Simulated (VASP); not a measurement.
Write the native input for VASP 6.6.1 that does the following.

```
Task                   : single point
Functional             : PBE
Potentials or basis    : VASP PAW PBE potentials, release 64 (N, B)
Cutoff                 : 520 eV
k mesh                 : 13 × 13 × 13
Occupations            : fermi-dirac, width 0.05 eV
Spin                   : no spin polarisation
Dipole correction      : no
Further INCAR settings : ALGO = Normal; EDIFF = 1e-06; NBANDS = 11
```

The structure of BN lies in POSCAR:

```
BN
1.0
    0.0000000000      1.8123657124      1.8123657124
    1.8123657124      0.0000000000      1.8123657124
    1.8123657124      1.8123657124      0.0000000000
N B
1 1
Direct
    0.2500000000      0.2500000000      0.2500000000
    0.0000000000      0.0000000000      0.0000000000
```

These files were run (other wordings do the same):

INCAR

```
SYSTEM = BN
PREC = Accurate
ENCUT = 520
EDIFF = 1E-6
ISMEAR = -1
SIGMA = 0.05
LREAL = .FALSE.
LASPH = .TRUE.
NELM = 80
ALGO = Normal
ISIF = 2
LWAVE = .FALSE.
LCHARG = .FALSE.
GGA = PE
NBANDS = 11
```

KPOINTS

```
Automatic mesh
0
G
  13 13 13
  0 0 0
```

Potentials or basis: VASP PAW PBE potentials, release 64 (N, B).

Command:

```console
$ cat potpaw_PBE.64/N/POTCAR potpaw_PBE.64/B/POTCAR > POTCAR
$ mpirun -np 1 vasp_std > vasp.out
```

Results of the run:

```json
{"Pressure": "0.2 GPa", "Band gap on the k mesh": "4.52 eV, indirect (least direct gap 8.78 eV)"}
```

Run time: 11 s on 1 thread of AMD EPYC 7R13, with other jobs on the host, peak memory 0.09 GiB.
